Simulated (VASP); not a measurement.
Write the native input for VASP 6.6.1 that does the following.

- Task: relaxation of cell and atoms
- Functional: PBE
- Potentials or basis: VASP PAW PBE potentials, release 64 (Si, As)
- Cutoff: 600 eV
- k mesh: 6 × 6 × 6
- Occupations: gaussian, width 0.1 eV
- Spin: no spin polarisation
- Dipole correction: no
- Further INCAR settings: ALGO = Normal; EDIFF = 1e-06; IBRION = 2; EDIFFG = -0.01; NSW = 100; ISIF = 3

The structure of SiAs3 lies in POSCAR:

```
SiAs3
1.0
    3.7132171286      2.1438269087      3.5270423270
   -3.7132171286      2.1438269087      3.5270423270
    0.0000000000     -4.2876538175      3.5270423270
Si As
2 6
Direct
    0.2701397600      0.2701397600      0.2701397600
    0.7298602400      0.7298602400      0.7298602400
    0.7738333394      0.2758794638      0.7738333394
    0.7738333394      0.7738333394      0.2758794638
    0.2758794638      0.7738333394      0.7738333394
    0.2261666606      0.7241205362      0.2261666606
    0.7241205362      0.2261666606      0.2261666606
    0.2261666606      0.2261666606      0.7241205362
```

The cell was generated, and may not be a known phase.

The input as run:

INCAR

```
PREC = Accurate
ENCUT = 600
EDIFF = 1E-6
ISMEAR = 0
SIGMA = 0.1
LREAL = False
LASPH = True
NELM = 100
ALGO = Normal
ISIF = 3
LWAVE = False
LCHARG = False
GGA = PE
IBRION = 2
NSW = 100
EDIFFG = -0.01
```

KPOINTS

```
regular mesh
0
Gamma
  6 6 6
```

Potentials or basis: VASP PAW PBE potentials, release 64 (Si, As).

The run is started by

```sh
$ cat potpaw_PBE.64/Si/POTCAR potpaw_PBE.64/As/POTCAR > POTCAR
$ mpirun -np 1 vasp_std > vasp.out
```

Results of the run:

| Property | Result |
| --- | --- |
| Relaxed volume | 21.11 Å³/atom |
| Relaxed cell | a = 5.557 Å, b = 5.557 Å, c = 5.557 Å, α = 83.96°, β = 83.96°, γ = 83.96° |
| Space group after relaxing (to 0.1 Å) | R-3m (No. 166) |
| Energy gained by relaxing | 0.1 meV/atom |
| Ionic steps | 6 |
| Pressure after relaxing | 0.0 GPa |
| Largest force after relaxing | 0.010 eV/Å |
| Band gap on the k mesh | zero (bands 19 and 20 overlap by 1.60 eV) |

Wall time 4 min on 1 thread of Intel(R) Xeon(R) 6975P-C (Granite Rapids), with other jobs on the host, peak memory 0.4 GiB.
